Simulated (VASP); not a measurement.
MgO, 2 atoms in the cell. It takes space group I4/mmm (No. 139, tetragonal). The conventional cell has a = 2.905 Å, b = 2.905 Å, c = 4.004 Å, α = 90.00°, β = 90.00°, γ = 90.00°. Mg (site symmetry 4/mmm) has 6 O at 2.00 to 2.05 Å within 2.7 Å. O (site symmetry 4/mmm) has 6 Mg at 2.00 to 2.05 Å within 2.7 Å.  This cell differs from its parent crystal: strain -0.025 along x and y, -0.050 along z.

```yaml
Program: VASP 6.6.1
Task: single point
Functional: PBEsol
Potentials_or_basis: VASP PAW PBE potentials, release 64 (Mg, O)
Cutoff: 520 eV
k_mesh: 10 × 10 × 10
Occupations: gaussian, width 0.05 eV
Spin: no spin polarisation
Dipole_correction: no
Further_INCAR_settings: ALGO = Normal; EDIFF = 1e-07; NBANDS = 11
```

Potentials or basis: VASP PAW PBE potentials, release 64 (Mg, O).

Launch:

```console
$ cat potpaw_PBE.64/Mg/POTCAR potpaw_PBE.64/O/POTCAR > POTCAR
$ mpirun -np 1 vasp_std > vasp.out
```

Hardware: 1 thread of Intel(R) Xeon(R) Platinum 8259CL CPU @ 2.50GHz (Skylake/Cascade Lake) (shared host).

Problem. How long does it take, and how much memory?

Solution. Wall time 17 s on 1 thread of Intel(R) Xeon(R) Platinum 8259CL CPU @ 2.50GHz (Skylake/Cascade Lake) (shared host), peak memory 0.15 GiB. Counts: scf iterations 13, k points 102.
